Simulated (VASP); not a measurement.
# BP2 (I-42d) in VASP: further runs

The runs below take BP2 through relaxation of cell and atoms, single point, with PBE.

Everything below comes from runs of VASP 6.6.1. Logs are shortened: lines on timing, memory, paths and dates and some standing lists are left out, and cuts for length are marked.

**1. The cell of the first run**

The structure is tetragonal, space group I-42d (No. 122). The conventional cell has a = 4.885 Å, b = 4.885 Å, c = 7.857 Å, α = 90.00°, β = 90.00°, γ = 90.00°. Within 2.5 Å of B (site symmetry -4) lie 4 P at 1.92 Å. P (site symmetry 2) has 2 B at 1.92 Å within 2.5 Å.

**2. Relaxation of cell and atoms, PBE**

INCAR reads:

```
  PREC = Accurate
  ENCUT = 600
  EDIFF = 1E-7
  ISMEAR = 0
  SIGMA = 0.1
  LREAL = False
  LASPH = True
  NELM = 80
  ALGO = Normal
  ISIF = 3
  LWAVE = False
  LCHARG = False
  GGA = PE
  IBRION = 2
  NSW = 90
  EDIFFG = -0.04
```

KPOINTS reads:

```
Automatic mesh
0
Gamma
  6 6 6
```

POSCAR reads:

```
BP2
1.0
   -2.4423495213      2.4423495213      3.9284876617
    2.4423495213     -2.4423495213      3.9284876617
    2.4423495213      2.4423495213     -3.9284876617
B P
2 4
Direct
    0.0000000000      0.0000000000      0.0000000000
    0.7500000000      0.2500000000      0.5000000000
    0.3750000000      0.3522000000      0.4772000000
    0.6478000000      0.1250000000      0.0228000000
    0.8750000000      0.8978000000      0.5228000000
    0.1022000000      0.6250000000      0.9772000000
```

Potentials or basis: VASP PAW PBE potentials, release 64 (B, P).

On the command line:

```
$ cat potpaw_PBE.64/B/POTCAR potpaw_PBE.64/P/POTCAR > POTCAR
$ mpirun -np 1 vasp_std > vasp.out
```

OUTCAR:

```text
PREC = Accurate
   ENCUT = 600
   EDIFF = 1E-7
   ISMEAR = 0
   LREAL = False
   LASPH = True
   NELM = 80
   ISIF = 3
   GGA = PE
   IBRION = 2
   NSW = 90
   EDIFFG = -0.04

 ion  position               nearest neighbor table
   1  0.000  0.000  0.000-   3 1.92   4 1.92   5 1.92   6 1.92
   2  0.750  0.250  0.500-   6 1.92   4 1.92   5 1.92   3 1.92
   3  0.375  0.352  0.477-   1 1.92   2 1.92
   4  0.648  0.125  0.023-   1 1.92   2 1.92
   5  0.875  0.898  0.523-   1 1.92   2 1.92
   6  0.102  0.625  0.977-   2 1.92   1 1.92

  LATTYP: Found a body centered tetragonal cell.
 ALAT       =     4.8846990426
 C/A-ratio  =     1.6084870848

  Lattice vectors:

 A1 = (  -2.4423495213,   2.4423495213,   3.9284876617)
 A2 = (   2.4423495213,  -2.4423495213,   3.9284876617)
 A3 = (   2.4423495213,   2.4423495213,  -3.9284876617)

Analysis of symmetry for initial positions (statically):
=====================================================================
 Subroutine PRICEL returns:
 Original cell was already a primitive cell.

 Routine SETGRP: Setting up the symmetry group for a
 body centered tetragonal supercell.

 Subroutine GETGRP returns: Found  8 space group operations
 (whereof  4 operations were pure point group operations)
 out of a pool of 16 trial point group operations.

The static configuration has the point symmetry S_4 .
 The point group associated with its full space group is D_2d.

Analysis of symmetry for dynamics (positions and initial velocities):
=====================================================================
 Subroutine PRICEL returns:
 Original cell was already a primitive cell.

 Routine SETGRP: Setting up the symmetry group for a
 body centered tetragonal supercell.

 Subroutine GETGRP returns: Found  8 space group operations
 (whereof  4 operations were pure point group operations)
 out of a pool of 16 trial point group operations.

The dynamic configuration has the point symmetry S_4 .
 The point group associated with its full space group is D_2d.

 Subroutine INISYM returns: Found  8 space group operations
 (whereof  4 operations are pure point group operations),
 and found     1 'primitive' translations

----------------------------------------------------------------------------------------

                                     Primitive cell

  volume of cell :      93.7348

  direct lattice vectors                    reciprocal lattice vectors
    -2.442349521  2.442349521  3.928487662     0.000000000  0.204720903  0.127275441
     2.442349521 -2.442349521  3.928487662     0.204720903  0.000000000  0.127275441
     2.442349521  2.442349521 -3.928487662     0.204720903  0.204720903  0.000000000

  length of vectors
     5.230980565  5.230980565  5.230980565     0.241059507  0.241059507  0.289519078

  position of ions in fractional coordinates (direct lattice)
     0.000000000  0.000000000  0.000000000
     0.750000000  0.250000000  0.500000000
     0.375000000  0.352200000  0.477200000
     0.647800000  0.125000000  0.022800000
     0.875000000  0.897800000  0.522800000
     0.102200000  0.625000000  0.977200000

  ion indices of the primitive-cell ions
   primitive index   ion index
                 1           1
                 2           2
                 3           3
                 4           4
                 5           5
                 6           6

----------------------------------------------------------------------------------------

 KPOINTS: Automatic mesh

Automatic generation of k-mesh.
 Grid dimensions read from file:
 generate k-points for:    6    6    6

 Generating k-lattice:

  Cartesian coordinates                     Fractional coordinates (reciprocal lattice)
     0.000000000  0.034120151  0.021212574     0.166666667  0.000000000  0.000000000
     0.034120151  0.000000000  0.021212574     0.000000000  0.166666667  0.000000000
     0.034120151  0.034120151  0.000000000     0.000000000  0.000000000  0.166666667

  Length of vectors
     0.040176585  0.040176585  0.048253180

  Shift w.r.t. Gamma in fractional coordinates (k-lattice)
     0.000000000  0.000000000  0.000000000

 Subroutine IBZKPT returns following result:
 ===========================================

 Found     30 irreducible k-points:

 Following reciprocal coordinates:
            Coordinates               Weight
  0.000000  0.000000  0.000000      1.000000
  0.166667  0.000000  0.000000      8.000000
  0.333333 -0.000000  0.000000      8.000000
  0.500000  0.000000 -0.000000      4.000000
  0.166667  0.166667  0.000000      8.000000
  0.333333  0.166667  0.000000     16.000000
[... 16 lines left out ...]
 -0.333333 -0.333333  0.166667      8.000000
 -0.166667 -0.333333  0.166667      8.000000
 [... further k-points ...]
   k-points           NKPTS =     30   k-points in BZ     NKDIM =     30   number of bands    NBANDS=     17
   number of dos      NEDOS =    301   number of ions     NIONS =      6
   total plane-waves  NPLWV =  74088
   dimension x,y,z NGX =    42 NGY =   42 NGZ =   42
   dimension x,y,z NGXF=    84 NGYF=   84 NGZF=   84
   ions per type =               2   4
   NGX,Y,Z   is equivalent  to a cutoff of  13.35, 13.35, 13.35 a.u.
   NGXF,Y,Z  is equivalent  to a cutoff of  26.70, 26.70, 26.70 a.u.
 SYSTEM =  unknown system
   PREC   = accura    normal or accurate (medium, high low for compatibility)
   ISTART =      0    job   : 0-new  1-cont  2-samecut
   ICHARG =      2    charge: 1-file 2-atom 10-const
   ISPIN  =      1    spin polarized calculation?
   LNONCOLLINEAR =      F non collinear calculations
   LSORBIT =      F    spin-orbit coupling
   LASPH  =      T    aspherical Exc in radial PAW
   ENCUT  =  600.0 eV  44.10 Ry    6.64 a.u.  10.45 10.45 10.45*2*pi/ulx,y,z
   NELM   =     80;   NELMIN=  2; NELMDL= -5     # of ELM steps
   EDIFF  = 0.1E-06   stopping-criterion for ELM
   LREAL  =      F    real-space projection
   EDIFFG = -.4E-01   stopping-criterion for IOM
   NSW    =     90    number of steps for IOM
   IBRION =      2    ionic relax: 0-MD 1-quasi-New 2-CG
   NFREE  =      1    steps in history (QN), initial steepest desc. (CG)
   ISIF   =      3    stress and relaxation
   ISYM   =      2    0-nonsym 1-usesym 2-fastsym
   POTIM  = 0.5000    time-step for ionic-motion
   TEBEG  =    0.0;   TEEND  =   0.0 temperature during run
   PSTRESS=    0.0 pullay stress
   NELECT =      26.0000    total number of electrons
   NUPDOWN=      -1.0000    fix difference up-down
   EMIN   =  10.00;   EMAX   =-10.00  energy-range for DOS
   EFERMI =   0.00;   METHOD = LEGACY
   ISMEAR =     0;   SIGMA  =   0.10  broadening in eV -4-tet -1-fermi 0-gaus
   EFERMI_NEDOS =   21; number of points for ismear=-14 and -15
   IALGO  =     38    algorithm
   IMIX   =      4    mixing-type and parameters
     AMIX     =   0.40;   BMIX     =  1.00
     AMIX_MAG =   1.60;   BMIX_MAG =  1.00
  volume/ion in A,a.u.               =      15.62       105.43
  Fermi-wavevector in a.u.,A,eV,Ry     =   1.067658  2.017582 15.509202  1.139894
  Thomas-Fermi vector in A             =   2.203282
   LORBIT       =      0    0 simple, 1 ext, 2 COOP (PROOUT), +10 PAW based schemes
   GGA     = PE    functional components
   LHFCALC =     F    Hartree Fock is set to
   AEXX    =    0.0000 exact exchange contribution
   IVDW    =     0    specifies the selected vdW correction
   LEPSILON=     F    determine dielectric tensor
   LRPA    =     F    only Hartree local field effects (RPA)
 conjugate gradient relaxation of ions
 non-spin polarized calculation
 Gauss-broadening in eV      SIGMA  =   0.10
  energy-cutoff  :      600.00
  volume of cell :       93.73
 maximum number of plane-waves:      3150
 NGX is ok and might be reduce to    42
   NGX = 21   NGY = 21   NGZ = 21

--------------------------------------- Ionic step        1  -------------------------------------------

 number of electron      26.0000001 magnetization

 Free energy of the ion-electron system (eV)
  ---------------------------------------------------
  ext. energy  EPLUGINS =         0.00000000
  ---------------------------------------------------
  free energy    TOTEN  =       -32.05691657 eV

  energy without entropy =      -32.04181759  energy(sigma->0) =      -32.04936708

------------------------ aborting loop because EDIFF is reached ----------------------------------------

  FORCE on cell =-STRESS in cart. coord.  units (eV):
  Direction    XX          YY          ZZ          XY          YZ          ZX
  --------------------------------------------------------------------------------------
  -------------------------------------------------------------------------------------
  Total       -1.0892914     -1.0892914      1.5344935      0.0000000      0.0000000      0.0000000
  in kB      -18.6188835    -18.6188835     26.2285711      0.0000000      0.0000000      0.0000000
  external PRESSURE =      -3.6697319 kB  Pullay stress =       0.0000000 kB
[... 101 lines left out ...]
  FREE ENERGIE OF THE ION-ELECTRON SYSTEM (eV)
  ---------------------------------------------------
  free  energy   TOTEN  =       -32.4279547436 eV

  energy  without entropy=      -32.4062601275  energy(sigma->0) =      -32.41710744

[... ionic steps 4 to 12 ...]

--------------------------------------- Ionic step       13  -------------------------------------------

 number of electron      25.9999999 magnetization

------------------------ aborting loop because EDIFF is reached ----------------------------------------

  FORCE on cell =-STRESS in cart. coord.  units (eV):
  Direction    XX          YY          ZZ          XY          YZ          ZX
  --------------------------------------------------------------------------------------
  -------------------------------------------------------------------------------------
  Total       -0.0958205     -0.0958205     -0.2325730      0.0000000      0.0000000      0.0000000
  in kB       -1.9268130     -1.9268130     -4.6767125      0.0000000      0.0000000      0.0000000
  external PRESSURE =      -2.8434462 kB  Pullay stress =       0.0000000 kB
[... 65 lines left out ...]
  energy  without entropy=      -32.7643336721  energy(sigma->0) =      -32.77119034

--------------------------------------- Ionic step       15  -------------------------------------------

 number of electron      25.9999999 magnetization

 Free energy of the ion-electron system (eV)
  ---------------------------------------------------
  ext. energy  EPLUGINS =         0.00000000
  ---------------------------------------------------
  free energy    TOTEN  =       -32.78337064 eV

  energy without entropy =      -32.76896480  energy(sigma->0) =      -32.77616772

 E-fermi :   7.4661     XC(G=0): -10.9783

 val. band max:        7.4128161046   @ k =  -0.3333   0.5000   0.1667
 cond. band min:       7.4973068758   @ k =  -0.3333   0.5000   0.3333
 fundamental gap:      0.0844907712
 Fermi energy:         7.4661177850

 k-point     1 :       0.0000    0.0000    0.0000
  band No.  band energies     occupation
      1      -7.6900      2.00000
      2      -1.9301      2.00000
      3      -1.9301      2.00000
      4      -1.1661      2.00000
      5      -0.1393      2.00000
      6       1.5836      2.00000
[... 9 lines left out ...]
     16      10.7916      0.00000
     17      10.7916      0.00000
[... 443 lines left out ...]
      1      -7.0212      2.00000
      2      -3.4408      2.00000
      3      -2.9381      2.00000
      4      -2.1770      2.00000
      5       0.6647      2.00000
      6       1.4794      2.00000
[... 9 lines left out ...]
     16      10.5191      0.00000
     17      10.7439      0.00000

 [... further k-points ...]
[... 5 lines left out ...]
  --------------------------------------------------------------------------------------
  -------------------------------------------------------------------------------------
  Total       -0.1975502     -0.1975502     -0.1043590      0.0000000      0.0000000      0.0000000
  in kB       -3.9767495     -3.9767495     -2.1007797      0.0000000      0.0000000      0.0000000
  external PRESSURE =      -3.3514262 kB  Pullay stress =       0.0000000 kB
[... 21 lines left out ...]
  FREE ENERGIE OF THE ION-ELECTRON SYSTEM (eV)
  ---------------------------------------------------
  free  energy   TOTEN  =       -32.7833706412 eV

  energy  without entropy=      -32.7689648019  energy(sigma->0) =      -32.77616772

 reached required accuracy - stopping structural energy minimisation
```

Run time: 8.6 min. Hardware: 1 thread of Intel Xeon Platinum 8559C (Emerald Rapids), shared host; peak memory 0.28 GiB.

What came out:

| Item | Value |
| --- | --- |
| Free energy | -32.7834 eV |
| Relaxed volume | 13.27 Å³/atom |
| Relaxed cell | a = 5.101 Å, b = 5.101 Å, c = 5.101 Å, α = 128.24°, β = 128.24°, γ = 76.24° |
| Space group after relaxing (to 0.1 Å) | I-42d (No. 122) |
| Energy gained by relaxing | 121.1 meV/atom |
| Ionic steps | 15 |
| Pressure after relaxing | -0.3 GPa |
| Largest force after relaxing | 0.024 eV/Å |
| Band gap on the k mesh | zero (bands 13 and 14 overlap by 1.29 eV) |

Forces on the atoms (eV/Å):
```
B    0.000  0.000  0.000
B    0.000  0.000  0.000
P    0.024  0.000  0.000
P    0.000 -0.024  0.000
P   -0.024  0.000  0.000
P    0.000  0.024  0.000
```

Stress tensor (GPa, compression positive):
```
-0.40  0.00  0.00
 0.00 -0.40  0.00
 0.00  0.00 -0.21
```

The path:
| step | energy change (eV) | largest force (eV/Å) | pressure (GPa) | volume (Å³) |
| --- | --- | --- | --- | --- |
| 1 | 0.0000 | 0.9954 | -0.37 | 93.73 |
| 2 | -0.1923 | 0.5951 | -2.93 | 93.24 |
| 3 | -0.3710 | 0.3659 | -8.66 | 91.80 |
| 4 | -0.4519 | 0.3341 | -8.02 | 90.00 |
| 5 | -0.6386 | 0.2537 | -5.48 | 84.73 |
| 6 | -0.5803 | 0.2596 | 4.18 | 74.61 |
| 7 | -0.6999 | 0.1937 | -2.32 | 80.67 |
| 8 | -0.7001 | 0.1940 | -2.13 | 80.46 |
| 9 | -0.7108 | 0.1020 | -1.51 | 80.29 |
| 10 | -0.7200 | 0.0727 | -0.30 | 79.99 |
| 11 | -0.7202 | 0.0983 | -0.12 | 79.94 |
| 12 | -0.7222 | 0.0847 | -0.16 | 79.88 |
| 13 | -0.7260 | 0.0426 | -0.28 | 79.68 |
| 14 | -0.7211 | 0.0485 | -0.49 | 79.26 |
| 15 | -0.7265 | 0.0238 | -0.34 | 79.59 |

Final structure:
```xyz
6
Lattice="-2.2267 2.2267 4.0130 2.2267 -2.2267 4.0130 2.2267 2.2267 -4.0130" Properties=species:S:1:pos:R:3 pbc="T T T"
B     0.0000    0.0000    0.0000
B     0.0000    2.2267    2.0065
P     1.2585    1.1134    1.0032
P     1.1134    3.1950   -1.0032
P     0.9683    1.1134    5.0162
P     1.1134   -0.9683    3.0097
```

Caveat: the volume moved by over 15 % at a fixed basis, so the end points are rough.

**3. Single point, PBE**

This run uses another cell than the first one, of 13.20 Å³/atom.

INCAR reads:

```
SYSTEM = BP2
ALGO = Normal ; EDIFF = 1E-6
ENCUT = 520 ; GGA = PE
ISIF = 2 ; ISMEAR = 0
LASPH = .True. ; LCHARG = .True.
LELF = .True. ; LREAL = .False.
LVHAR = .True. ; LWAVE = .False.
NBANDS = 22 ; NELM = 80
PREC = Accurate ; SIGMA = 0.1
```

KPOINTS reads:

```
k-points
0
Gamma
  12 12 12
  0 0 0
```

POSCAR reads:

```
BP2
1.0
   -2.2253320521      2.2253320521      3.9977262360
    2.2253320521     -2.2253320521      3.9977262360
    2.2253320521      2.2253320521     -3.9977262360
B P
2 4
Direct
    0.0000000000      0.0000000000      0.0000000000
    0.7500000000      0.2500000000      0.5000000000
    0.3750000000      0.4083134584      0.5333134584
    0.5916865416      0.1250000000      0.9666865416
    0.8750000000      0.8416865416      0.4666865416
    0.1583134584      0.6250000000      0.0333134584
```

Potentials or basis: VASP PAW PBE potentials, release 64 (B, P).

On the command line:

```
$ cat potpaw_PBE.64/B/POTCAR potpaw_PBE.64/P/POTCAR > POTCAR
$ mpirun -np 1 vasp_std > vasp.out
```

Run time: 3.5 min. Hardware: 1 thread of Intel Xeon Platinum 8559C (Emerald Rapids), shared host; peak memory 0.38 GiB.

It converged, with:

```
Free energy            : -32.7948 eV
Pressure               : -0.2 GPa
Largest force          : 0.020 eV/Å
Band gap on the k mesh : zero (bands 13 and 14 overlap by 1.56 eV)
```

Forces in eV/Å, atoms in the order of the input:
```
B    0.000  0.000  0.000
B    0.000  0.000  0.000
P   -0.020  0.000  0.000
P    0.000  0.020  0.000
P    0.020  0.000  0.000
P    0.000 -0.020  0.000
```

Stress tensor (GPa, compression positive):
```
-0.19  0.00  0.00
 0.00 -0.19  0.00
 0.00  0.00 -0.11
```

Levels at points of the mesh, in eV from the Fermi level:
```csv
k point,band 10,band 11,band 12,band 13,band 14,band 15,band 16,band 17
"(0.00, 0.00, 0.00)",-4.55,-4.50,-2.19,-2.19,2.05,2.09,3.37,3.37
"(0.50, 0.00, 0.00)",-2.83,-2.16,-1.60,-0.53,-0.04,0.61,1.44,5.73
"(0.50, 0.50, 0.00)",-3.25,-0.45,-0.45,0.75,0.75,2.55,2.55,4.72
"(0.50, 0.50, 0.50)",-1.99,-0.69,-0.69,0.28,0.28,0.52,0.52,2.49
```

The gap in the log of VASP goes by the Fermi energy; the results here count the filled bands.